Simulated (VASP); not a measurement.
Input of a VASP 6.6.1 run:

File INCAR:

```
  ALGO = Normal
  EDIFF = 1E-7
  ENCUT = 520
  GGA = CA
  ISIF = 2
  ISMEAR = 1
  LASPH = T
  LCHARG = F
  LREAL = F
  LWAVE = F
  NBANDS = 38
  NELM = 100
  PREC = Accurate
  SIGMA = 0.1
```

The input KPOINTS:

```
k-points
0
Gamma
  9 9 3
```

Contents of POSCAR:

```
Rh
1.0
    2.6578491983      0.0000000000      0.0000000000
   -1.3289245992      2.3017649252      0.0000000000
    0.0000000000      0.0000000000      8.6552327355
Rh
4
Direct
    0.0000000000      0.0000000000      0.0000000000
    0.3333333333      0.6666666667      0.2500000000
    0.0000000000      0.0000000000      0.5000000000
    0.6666666667      0.3333333333      0.7500000000
```

Potentials or basis: VASP PAW LDA potentials, release 64 (Rh_pv).

The run is started by

```bash
$ cat potpaw_LDA.64/Rh_pv/POTCAR > POTCAR
$ mpirun -np 1 vasp_std > vasp.out
```

(1) Estimate the pressure.

(2) What does it give for the band gap on the k mesh?

## Answers

(1) 0.9 GPa.

(2) zero (band 30 reaches 13.06 eV, above the bottom of band 31 at 11.34 eV).
